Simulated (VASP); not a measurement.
**C2O3: single point with PBE**

C2O3:

```
CELL_PARAMETERS angstrom
4.29916 0.00000 0.00000
0.00000 4.29916 0.00000
0.00000 0.00000 4.29916
ATOMIC_POSITIONS crystal
C 0.25000 0.25000 0.25000
C 0.75000 0.75000 0.25000
C 0.75000 0.25000 0.75000
C 0.25000 0.75000 0.75000
O 0.50000 0.00000 0.00000
O 0.00000 0.50000 0.00000
O 0.00000 0.00000 0.50000
O 0.50000 0.50000 0.00000
O 0.50000 0.00000 0.50000
O 0.00000 0.50000 0.50000
```

```json
{"Program": "VASP 6.6.1", "Task": "single point", "Functional": "PBE", "Potentials or basis": "VASP PAW PBE potentials, release 64 (C, O)", "Cutoff": "520 eV", "k mesh": "13 × 13 × 13", "Occupations": "fermi-dirac, width 0.0612256 eV", "Spin": "no spin polarisation"}
```

* Pressure: 10.5 GPa
* Band gap on the k mesh: zero (bands 26 and 27 overlap by 0.86 eV)

Levels at points of the mesh, in eV from the Fermi level:
```tsv
k point	band 23	band 24	band 25	band 26	band 27	band 28	band 29	band 30
(0.00, 0.00, 0.00)	-1.59	-0.74	-0.74	-0.74	-0.37	-0.37	-0.37	2.29
```

Run time: 68 s on 1 thread of Intel(R) Xeon(R) 6975P-C (Granite Rapids) (shared host), peak memory 0.28 GiB.

Caveat: the cell stands under pressure.
